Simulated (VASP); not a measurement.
# MgZn2O3 (P-3m1) in VASP: a series of runs, part 2 of 2

VASP 6.6.1. Earlier steps stand in the parts before.

## Step 3: Single point, PBEsol

Input file INCAR:

```
SYSTEM = MgZn2O3
  PREC = Accurate
  ENCUT = 520
  EDIFF = 1E-6
  ISMEAR = 0
  SIGMA = 0.01
  LREAL = .FALSE.
  LASPH = .TRUE.
  NELM = 80
  ALGO = Normal
  ISIF = 2
  LWAVE = .FALSE.
  LCHARG = .TRUE.
  GGA = PS
  LELF = .TRUE.
  LVHAR = .TRUE.
  NBANDS = 31
```

Input file KPOINTS:

```
regular mesh
0
G
  6 6 2
  0 0 0
```

Input file POSCAR:

```
MgZn2O3
1.0
    3.0525990000      0.0000000000      0.0000000000
   -1.5262995000      2.6436282816      0.0000000000
    0.0000000000      0.0000000000      7.4520430000
Mg Zn O
1 2 3
Direct
    0.0000000000      0.0000000000      0.0000000000
    0.3333330000      0.6666670000      0.6684160000
    0.6666670000      0.3333330000      0.3315840000
    0.3333330000      0.6666670000      0.1607000000
    0.6666670000      0.3333330000      0.8393000000
    0.0000000000      0.0000000000      0.5000000000
```

Potentials or basis: VASP PAW PBE potentials, release 64 (Mg, Zn, O).

Launch:

```sh
$ cat potpaw_PBE.64/Mg/POTCAR potpaw_PBE.64/Zn/POTCAR potpaw_PBE.64/O/POTCAR > POTCAR
$ mpirun -np 1 vasp_std > vasp.out
```

OUTCAR:

```text
SYSTEM = MgZn2O3
   PREC = Accurate
   ENCUT = 520
   EDIFF = 1E-6
   ISMEAR = 0
   LREAL = .FALSE.
   LASPH = .TRUE.
   NELM = 80
   ISIF = 2
   GGA = PS

 ion  position               nearest neighbor table
   1  0.000  0.000  0.000-   4 2.13   5 2.13   5 2.13   4 2.13   5 2.13   4 2.13   2 3.04   3 3.04
                             2 3.04   3 3.04   3 3.04   2 3.04
   2  0.333  0.667  0.668-   6 2.16   6 2.16   6 2.16   5 2.17   5 2.17   5 2.17   1 3.04   1 3.04
                             1 3.04
   3  0.667  0.333  0.332-   6 2.16   6 2.16   6 2.16   4 2.17   4 2.17   4 2.17   1 3.04   1 3.04
                             1 3.04
   4  0.333  0.667  0.161-   1 2.13   1 2.13   1 2.13   3 2.17   3 2.17   3 2.17
   5  0.667  0.333  0.839-   1 2.13   1 2.13   1 2.13   2 2.17   2 2.17   2 2.17
   6  0.000  0.000  0.500-   2 2.16   3 2.16   3 2.16   2 2.16   3 2.16   2 2.16

  LATTYP: Found a hexagonal cell.
 ALAT       =     3.0525990000
 C/A-ratio  =     2.4412125536

  Lattice vectors:

 A1 = (   3.0525990000,   0.0000000000,   0.0000000000)
 A2 = (  -1.5262995000,   2.6436282816,   0.0000000000)
 A3 = (   0.0000000000,   0.0000000000,   7.4520430000)

Analysis of symmetry for initial positions (statically):
=====================================================================
 Subroutine PRICEL returns:
 Original cell was already a primitive cell.

 Routine SETGRP: Setting up the symmetry group for a
 hexagonal supercell.

 Subroutine GETGRP returns: Found 12 space group operations
 (whereof 12 operations were pure point group operations)
 out of a pool of 24 trial point group operations.

The static configuration has the point symmetry D_3d.

Analysis of symmetry for dynamics (positions and initial velocities):
=====================================================================
 Subroutine PRICEL returns:
 Original cell was already a primitive cell.

 Routine SETGRP: Setting up the symmetry group for a
 hexagonal supercell.

[... 123 lines left out ...]
  Fermi-wavevector in a.u.,A,eV,Ry     =   1.475176  2.787679 29.608247  2.176145
  Thomas-Fermi vector in A             =   2.589857
   LORBIT       =      0    0 simple, 1 ext, 2 COOP (PROOUT), +10 PAW based schemes
   GGA     = PS    functional components
   LHFCALC =     F    Hartree Fock is set to
   AEXX    =    0.0000 exact exchange contribution
   IVDW    =     0    specifies the selected vdW correction
   LEPSILON=     F    determine dielectric tensor
   LRPA    =     F    only Hartree local field effects (RPA)
 non-spin polarized calculation
 Gauss-broadening in eV      SIGMA  =   0.01
  energy-cutoff  :      520.00
  volume of cell :       60.14
 maximum number of plane-waves:      1630
 NGX is ok and might be reduce to    24
   NGX = 11   NGY = 11   NGZ = 27

 number of electron      44.0000042 magnetization

 Free energy of the ion-electron system (eV)
  ---------------------------------------------------
  ext. energy  EPLUGINS =         0.00000000
  ---------------------------------------------------
  free energy    TOTEN  =       -31.44634150 eV

  energy without entropy =      -31.44634150  energy(sigma->0) =      -31.44634150

 E-fermi :   2.5282     XC(G=0): -11.9370

 val. band max:        2.4512978057   @ k =   0.0000   0.0000   0.0000
 cond. band min:       4.0611025551   @ k =   0.0000   0.0000   0.0000
 fundamental gap:      1.6098047494
 Fermi energy:         2.5282394493

 k-point     1 :       0.0000    0.0000    0.0000
  band No.  band energies     occupation
      1     -15.4390      2.00000
      2     -14.5738      2.00000
      3     -14.4385      2.00000
      4      -3.6776      2.00000
      5      -2.8633      2.00000
      6      -2.7500      2.00000
[... 465 lines left out ...]
     30      13.5881      0.00000
     31      13.7998      0.00000

------------------------ aborting loop because EDIFF is reached ----------------------------------------

  FORCE on cell =-STRESS in cart. coord.  units (eV):
  Direction    XX          YY          ZZ          XY          YZ          ZX
  --------------------------------------------------------------------------------------
  -------------------------------------------------------------------------------------
  Total       -2.5479551     -2.5479551     -2.6179857      0.0000000      0.0000000      0.0000000
  in kB      -67.8823473    -67.8823473    -69.7480956      0.0000000      0.0000000      0.0000000
  external PRESSURE =     -68.5042634 kB  Pullay stress =       0.0000000 kB

 VOLUME and BASIS-vectors are now :
 -----------------------------------------------------------------------------
  energy-cutoff  :      520.00
  volume of cell :       60.14
      direct lattice vectors                 reciprocal lattice vectors
     3.052599000  0.000000000  0.000000000     0.327589703  0.189134003  0.000000000
    -1.526299500  2.643628282  0.000000000     0.000000000  0.378268006  0.000000000
     0.000000000  0.000000000  7.452043000     0.000000000  0.000000000  0.134191389

 POSITION                                       TOTAL-FORCE (eV/Angst)
 -----------------------------------------------------------------------------------
      0.00000      0.00000      0.00000         0.000000      0.000000      0.000000
     -0.00000      1.76242      4.98106        -0.000000      0.000000      0.016199
      1.52630      0.88121      2.47098         0.000000      0.000000     -0.016199
     -0.00000      1.76242      1.19754        -0.000000      0.000000      0.080581
      1.52630      0.88121      6.25450         0.000000     -0.000000     -0.080581
      0.00000      0.00000      3.72602         0.000000      0.000000      0.000000
 -----------------------------------------------------------------------------------
    total drift:                               -0.000000     -0.000000      0.000000

  FREE ENERGIE OF THE ION-ELECTRON SYSTEM (eV)
  ---------------------------------------------------
  free  energy   TOTEN  =       -31.4463415034 eV

  energy  without entropy=      -31.4463415034  energy(sigma->0) =      -31.44634150
```

OSZICAR:

```text
N       E                     dE             d eps       ncg     rms          rms(c)
DAV:   1     0.390620679882E+03    0.39062E+03   -0.21652E+04   900   0.192E+03
DAV:   2     0.109757888064E+02   -0.37964E+03   -0.35390E+03   898   0.443E+02
DAV:   3    -0.345209887618E+02   -0.45497E+02   -0.44757E+02  1015   0.147E+02
DAV:   4    -0.356911474811E+02   -0.11702E+01   -0.11674E+01   988   0.244E+01
DAV:   5    -0.356989810322E+02   -0.78336E-02   -0.78331E-02   989   0.214E+00    0.136E+01
DAV:   6    -0.313606824762E+02    0.43383E+01   -0.10385E+01  1483   0.699E+01    0.861E+00
DAV:   7    -0.315257612687E+02   -0.16508E+00   -0.31510E+00   917   0.154E+01    0.529E+00
DAV:   8    -0.314928491877E+02    0.32912E-01   -0.59595E-01   982   0.578E+00    0.160E+00
DAV:   9    -0.314457184781E+02    0.47131E-01   -0.89307E-02  1294   0.535E+00    0.352E-01
DAV:  10    -0.314463383240E+02   -0.61985E-03   -0.32884E-02   910   0.114E+00    0.914E-02
DAV:  11    -0.314463272263E+02    0.11098E-04   -0.64855E-04  1060   0.204E-01    0.376E-02
DAV:  12    -0.314463440913E+02   -0.16865E-04   -0.74654E-05   982   0.729E-02    0.193E-02
DAV:  13    -0.314463410558E+02    0.30355E-05   -0.22853E-05   987   0.368E-02    0.564E-03
DAV:  14    -0.314463415034E+02   -0.44759E-06   -0.38455E-06   903   0.245E-02
   1 F= -.31446342E+02 E0= -.31446342E+02  d E =-.303500E-29
```

stdout:

```text
POSCAR found type information on POSCAR MgZnO
 POSCAR found :  3 types and       6 ions
 scaLAPACK will be used
 -----------------------------------------------------------------------------
|                                                                             |
|                                                                             |
|     You enforced a specific xc type in the INCAR file but a different       |
|     I HOPE YOU KNOW WHAT YOU ARE DOING!                                     |
|                                                                             |
 -----------------------------------------------------------------------------

 LDA part: xc-table for (Slater+PW92), standard interpolation
 POSCAR, INCAR and KPOINTS ok, starting setup
 FFT: planning ... GRIDC
 FFT: planning ... GRID_SOFT
 FFT: planning ... GRID
 WAVECAR not read
 entering main loop
```

Wall time 15 s (1 thread of Intel Xeon 6975P-C (Granite Rapids), shared host); peak memory 0.18 GiB.

Results:

* Free energy: -31.4463 eV
* Pressure: -6.9 GPa
* Largest force: 0.081 eV/Å
* Band gap on the k mesh: 1.61 eV, direct

Forces on the atoms (eV/Å):
```
Mg   0.000  0.000  0.000
Zn   0.000  0.000  0.016
Zn   0.000  0.000 -0.016
O    0.000  0.000  0.081
O    0.000  0.000 -0.081
O    0.000  0.000  0.000
```

Levels at points of the mesh, in eV from the valence-band top:
```
           k point  band 18  band 19  band 20  band 21  band 22  band 23  band 24  band 25  band 26  band 27
(0.00, 0.00, 0.00)    -0.89    -0.84    -0.84     0.00     0.00     1.61     5.31     5.45    10.18    11.08
(0.50, 0.00, 0.00)    -2.25    -1.56    -1.09    -0.73    -0.32     5.00     6.76     7.11     8.73    10.01
(0.00, 0.00, 0.50)    -1.14    -0.51    -0.51    -0.10    -0.10     3.00     3.88     5.88    10.04    12.68
(0.50, 0.00, 0.50)    -2.06    -2.05    -1.45    -0.15    -0.11     5.42     5.85     7.01     9.31    10.19
```

Caveat: the k points lie up to 0.42 Å⁻¹ apart; the PAW data sets were made with another functional, which shifts forces and pressure a little. As with any semilocal functional, this PBEsol gap is likely too small.
